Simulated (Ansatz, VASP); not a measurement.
Na in VASP and in Ansatz

```
CELL_PARAMETERS angstrom
-2.13159 2.13159 2.13159
2.13159 -2.13159 2.13159
2.13159 2.13159 -2.13159
ATOMIC_POSITIONS crystal
Na 0.00000 0.00000 0.00000
```

Alike in both runs: task single point; functional r2SCAN; k mesh 14 × 14 × 14; occupations gaussian, width 0.1 eV; no spin polarisation.

```csv
,VASP,Ansatz
version,VASP 6.6.1,Ansatz 0.2.0
potentials or method,"VASP PAW PBE potentials, release 64 (Na_pv), cutoff 520 eV","scalar-relativistic, plane waves, PAW"
valence electrons in the cell,7,9
```

|  | VASP | Ansatz | Ansatz less VASP |
| --- | --- | --- | --- |
| gap on the k mesh at the Fermi level (eV) | none | none | - |
| pressure (GPa) | -0.2 | -0.2 | -0.04 |

VASP's potentials were made for PBE, not for r2SCAN. A gap of «none» marks a metal or a gap that the smearing closes. VASP's potentials hold 7 valence electrons a cell and Ansatz's 9, so a difference there can come from the potentials and not from the codes.
